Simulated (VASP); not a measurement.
CuO: single point with PBEsol+U

CuO:

```xyz
4
Lattice="2.3418 -1.7113 0.0000 2.3418 1.7113 0.0000 -0.8500 0.0000 5.0579" Properties=species:S:1:pos:R:3 pbc="T T T"
Cu    1.1709    0.8556    0.0000
Cu    0.7459   -0.8556    2.5289
O     2.1293   -0.2793    1.2645
O     1.7043    0.2793    3.7934
```

```json
{
  "Program": "VASP 6.6.1",
  "Task": "single point",
  "Functional": "PBEsol",
  "Potentials or basis": "VASP PAW PBE potentials, release 64 (Cu_sv_GW, O)",
  "Cutoff": "700 eV",
  "k mesh": "7 × 7 × 4",
  "Occupations": "gaussian, width 0.05 eV",
  "Spin": "no spin polarisation",
  "Hubbard terms": "Cu d U = 3.0 eV",
  "Dipole correction": "no",
  "Second run": "valence_matched",
  "Further INCAR settings": "ALGO = Normal; EDIFF = 1e-06; NBANDS = 33"
}
```

| Property | Result |
| --- | --- |
| Pressure | -5.2 GPa |
| Largest force | 0.334 eV/Å |
| Band gap on the k mesh | zero (band 25 reaches 5.68 eV, above the bottom of band 26 at 4.95 eV) |

Forces in eV/Å, atoms in the order of the input:
```
Cu   0.000  0.000  0.000
Cu   0.000  0.000  0.000
O    0.000  0.334  0.000
O    0.000 -0.334  0.000
```

Stress tensor (GPa, compression positive):
```
-5.43  0.00 -0.33
 0.00 -3.08  0.00
-0.33  0.00 -6.95
```

Levels at points of the mesh, in eV from the Fermi level:
```csv
k point,band 22,band 23,band 24,band 25,band 26,band 27,band 28,band 29
"(0.00, 0.00, 0.00)",-2.69,-2.58,-2.13,0.22,0.98,1.69,6.06,8.20
"(0.00, 0.00, 0.50)",-2.66,-1.77,-1.77,0.29,0.29,3.94,3.94,11.70
```

Eigenvalues of the final occupation matrices:
```tsv
site	spin	trace	eigenvalues
site 1 d	1	4.48	0.74 0.91 0.94 0.94 0.95
site 1 d	2	4.48	0.74 0.91 0.94 0.94 0.95
site 2 d	1	4.48	0.74 0.91 0.94 0.94 0.95
site 2 d	2	4.48	0.74 0.91 0.94 0.94 0.95
```

Run time: 61 s on 1 thread of Intel(R) Xeon(R) 6975P-C (Granite Rapids), on a shared host, peak memory 0.27 GiB.

Caveat: the PAW data sets were made with another functional, which shifts forces and pressure a little; U without spin polarisation on a metal has little footing.
